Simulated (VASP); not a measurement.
A run of VASP 6.6.1 is set up as follows.

File INCAR:

```
PREC = Accurate
ENCUT = 520
EDIFF = 1E-7
ISMEAR = 0
SIGMA = 0.1
LREAL = False
LASPH = True
NELM = 80
ALGO = Normal
ISIF = 2
LWAVE = False
LCHARG = False
GGA = PE
NBANDS = 8
```

KPOINTS

```
Automatic mesh
0
Gamma
  28 28 28
```

POSCAR

```
Si
1.0
   -1.3282011189      1.6520011416      1.6525658311
    1.3282011189     -1.6520011416      1.6525658311
    1.3282011189      1.6520011416     -1.6525658311
Si
1
Direct
    0.0000000000      0.0000000000      0.0000000000
```

Potentials or basis: VASP PAW PBE potentials, release 64 (Si).

Command:

```sh
$ cat potpaw_PBE.64/Si/POTCAR > POTCAR
$ mpirun -np 1 vasp_std > vasp.out
```

Task: Predict the pressure.

Result: 0.0 GPa.

Task: What does it give for the band gap on the k mesh?

Result: Zero (bands 2 and 3 overlap by 13.03 eV).
